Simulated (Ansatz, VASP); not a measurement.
# One calculation of NaF, two programs

INCAR

```
SYSTEM = NaF
ALGO = Normal ; EDIFF = 1E-6
ENCUT = 520 ; GGA = PS
ISIF = 2 ; ISMEAR = 0
LASPH = .True. ; LCHARG = .False.
LREAL = .False. ; LWAVE = .False.
NBANDS = 14 ; NELM = 80
PREC = Accurate ; SIGMA = 0.05
```

KPOINTS

```
k-points
0
Gamma
  10 10 10
  0 0 0
```

POSCAR

```
NaF
1.0
    0.0000000000      2.2506487970      2.4757136767
    2.2506487970      0.0000000000      2.4757136767
    2.2506487970      2.2506487970      0.0000000000
Na F
1 1
Direct
    0.0000000000      0.0000000000      0.0000000000
    0.5000000000      0.5000000000      0.5000000000
```

Input for Ansatz:

```yaml
crystal:
  lattice:
    - [0.0, 2.250648797, 2.4757136767]
    - [2.250648797, 0.0, 2.4757136767]
    - [2.250648797, 2.250648797, 0.0]
  atoms:
    - { symbol: Na, position: [0.0, 0.0, 0.0] }
    - { symbol: F, position: [0.5, 0.5, 0.5] }
basis:
  ecutwfc: 420
kpoints:
  mp_grid: { grid: [10, 10, 10] }
hamiltonian:
  xc: pbesol
scf:
  occupations: { method: gaussian, width: 0.05 }
output:
  forces: true
  stress: true
  eigenvalues: true
```

Alike in both runs: task single point; functional PBEsol; k mesh 10 × 10 × 10; occupations gaussian, width 0.05 eV; no spin polarisation.

```csv
,VASP,Ansatz
version,VASP 6.6.1,Ansatz 0.2.0
potentials or method,"VASP PAW PBE potentials, release 64 (Na_pv, F), cutoff 520 eV","scalar-relativistic, plane waves, PAW"
valence electrons in the cell,14,16
```

|  | VASP | Ansatz | Ansatz less VASP |
| --- | --- | --- | --- |
| gap on the k mesh at the Fermi level (eV) | 6.11 | 6.13 | +0.022 |
| least direct gap on the mesh (eV) | 6.11 | 6.13 | +0.022 |
| pressure (GPa) | 0.4 | 0.5 | +0.06 |
| traceless stress, the component that is largest in VASP (GPa) | -4.26 | -4.07 | +0.188 |

VASP's potentials were made for PBE, not for PBEsol. With one functional, cell and mesh, what is left measures potentials, basis and numerics. VASP's potentials hold 14 valence electrons a cell and Ansatz's 16, so a difference there can come from the potentials and not from the codes.
